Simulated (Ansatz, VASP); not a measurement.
**One calculation of Pd, two programs**

INCAR

```
PREC = Accurate
ENCUT = 520
EDIFF = 1E-6
ISMEAR = -1
SIGMA = 0.05
LREAL = F
LASPH = T
NELM = 150
ALGO = Normal
ISIF = 2
LWAVE = F
LCHARG = F
ISPIN = 2
MAGMOM = 0.5
LORBIT = 11
LMAXMIX = 4
GGA = RE
NBANDS = 15
```

Contents of KPOINTS:

```
Automatic mesh
0
Gamma
  13 13 13
```

POSCAR

```
Pd
1.0
    2.5255611449      0.0000000000      0.0000000000
    0.0000000000      2.5255611449      0.0000000000
    0.0000000000      0.0000000000      2.5255611449
Pd
1
Direct
    0.0000000000      0.0000000000      0.0000000000
```

Input for Ansatz:

```yaml
crystal:
  lattice:
    - [2.5255611449, 0.0, 0.0]
    - [0.0, 2.5255611449, 0.0]
    - [0.0, 0.0, 2.5255611449]
  atoms:
    - { symbol: Pd, position: [0.0, 0.0, 0.0], spin: 0.5 }
hamiltonian:
  xc: revpbe
  pseudopotentials:
    kind: paw
    azcp:
      Pd: "pseudopotentials/Pd.paw.azcp"
basis:
  ecutwfc: 420
  fft_grid_basis: typed
kpoints:
  mp_grid: { grid: [13, 13, 13], shift: [0, 0, 0] }
magnetization:
  spin_polarized: true
scf:
  occupations: { method: fermi_dirac, width: 0.05 }
  lower_state_search: "off"
output:
  stress: true
  write_density: true
  write_potential: true
  elf: true
  volumetric_format: npy
```

Alike in both runs: task single point; functional revPBE; k mesh 13 × 13 × 13; occupations fermi-dirac, width 0.05 eV; collinear spin.

|  | VASP | Ansatz |
| --- | --- | --- |
| version | VASP 6.6.1 | Ansatz 0.2.0 |
| potentials or method | VASP PAW PBE potentials, release 64 (Pd), cutoff 520 eV | plane waves (420 eV) with PAW, scalar-relativistic |
| valence electrons in the cell | 10 | 18 |

```csv
,VASP,Ansatz,Ansatz less VASP
pressure (GPa),18.9,19.4,+0.53
net moment per atom (μB),0.00,0.00,0.000
```

VASP's potentials were made for PBE, not for revPBE. VASP's potentials hold 10 valence electrons a cell and Ansatz's 18, so a difference there can come from the potentials and not from the codes. Ansatz's warnings: seeded moment not kept.
